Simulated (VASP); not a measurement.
Input of a VASP 6.6.1 run:

The input POSCAR:

```
Bi2Te2Pb2Se3
1.0
    2.2011050000      3.8124240000      0.0000000000
   -2.2011050000      3.8124240000      0.0000000000
    0.0000000000      0.0000000000     17.5174260000
Bi Pb Te Se
2 2 2 3
Direct
    0.0000000000      0.0000000000      0.1947700000
    0.0000000000      0.0000000000      0.8052300000
    0.3333300000      0.3333400000      0.6012300000
    0.6666700000      0.6666600000      0.3987700000
    0.3333300000      0.3333400000      0.9106000000
    0.6666700000      0.6666600000      0.0894000000
    0.3333300000      0.3333400000      0.2981700000
    0.6666700000      0.6666600000      0.7018300000
    0.0000000000      0.0000000000      0.5000000000
```

INCAR.step1

```
ALGO     = Normal         # electronic algorithm
EDIFF    = 1E-5           # SCF threshold, eV
ENCUT    = 550            # plane-wave cutoff, eV
GGA      = PE             # functional
GGA_COMPAT= F            
ISMEAR   = -1             # smearing method
LASPH    = T              # aspherical terms in the spheres
LCHARG   = F              # write CHGCAR
LREAL    = F              # projectors in reciprocal space
LWAVE    = T              # write WAVECAR
NBANDS   = 54             # bands
NELM     = 120            # most SCF steps
PREC     = Accurate       # precision mode
SIGMA    = 0.0178         # smearing width, eV
```

File INCAR.step2:

```
ALGO     = Normal         # electronic algorithm
EDIFF    = 1E-6           # SCF threshold, eV
ENCUT    = 550            # plane-wave cutoff, eV
GGA_COMPAT= F            
ISIF     = 2              # what is computed and relaxed
ISMEAR   = -1             # smearing method
ISTART   = 1            
LASPH    = T              # aspherical terms in the spheres
LCHARG   = F              # write CHGCAR
LMIXTAU  = T            
LREAL    = F              # projectors in reciprocal space
LWAVE    = F              # write WAVECAR
METAGGA  = R2SCAN         # meta-GGA
NBANDS   = 54             # bands
NELM     = 120            # most SCF steps
PREC     = Accurate       # precision mode
SIGMA    = 0.0178         # smearing width, eV
```

The input KPOINTS:

```
k-points
0
Gamma
  5 5 1
```

Potentials or basis: VASP PAW PBE potentials, release 64 (Bi_d, Pb_d, Te, Se).

Run with:

```sh
$ cat potpaw_PBE.64/Bi_d/POTCAR potpaw_PBE.64/Pb_d/POTCAR potpaw_PBE.64/Te/POTCAR potpaw_PBE.64/Se/POTCAR > POTCAR
$ cp INCAR.step1 INCAR
$ mpirun -np 1 vasp_std > vasp.out
$ cp INCAR.step2 INCAR
$ mpirun -np 1 vasp_std > vasp.out
```

(1) Predict the band gap on the k mesh.

(2) Predict the pressure.

Results:

(1) 0.64 eV.

(2) -1.6 GPa.

Caveat: the PAW data sets were made with another functional, which shifts forces and pressure a little; spin-orbit coupling is left out, which moves the levels of the heavy elements.
